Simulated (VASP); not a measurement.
KTaO3:

```
CELL_PARAMETERS angstrom
3.98830 0.00000 0.00000
0.00000 3.98830 0.00000
0.00000 0.00000 3.98830
ATOMIC_POSITIONS crystal
K 0.50000 0.50000 0.50000
Ta 0.00000 0.00000 0.00000
O 0.50000 0.00000 0.00000
O 0.00000 0.50000 0.00000
O 0.00000 0.00000 0.50000
```

| Property | Result |
| --- | --- |
| Program | VASP 6.6.1 |
| Task | relaxation of cell and atoms |
| Functional | PBE |
| Dispersion | D4 |
| Potentials or basis | VASP PAW PBE potentials, release 64 (K_sv, Ta_pv, O) |
| Cutoff | 600 eV |
| k mesh | 4 × 4 × 4 |
| Occupations | gaussian, width 0.01 eV |
| Spin | no spin polarisation |

At the start: pressure 3.9 GPa; volume 12.69 Å³/atom.

Problem. How do energy, volume and symmetry change on relaxing?

Solution. Over 3 steps the energy falls by 2.9 meV/atom and the volume is 12.93 Å³/atom (+1.9 %); space group Pm-3m (No. 221, to 0.05 Å).

Step by step:
```
step  energy change (eV)  largest force (eV/Å)  pressure (GPa)  volume (Å³)
   1              0.0000                0.0000            3.86        63.44
   2              0.0088                0.0000           -4.50        66.29
   3             -0.0145                0.0000           -0.02        64.67
```

Final structure:
```
K Ta O
1.0
     4.01398    0.00000    0.00000
     0.00000    4.01398    0.00000
     0.00000    0.00000    4.01398
K Ta O
1 1 3
Direct
  0.50000 0.50000 0.50000
  0.00000 0.00000 0.00000
  0.50000 0.00000 0.00000
  0.00000 0.50000 0.00000
  0.00000 0.00000 0.50000
```
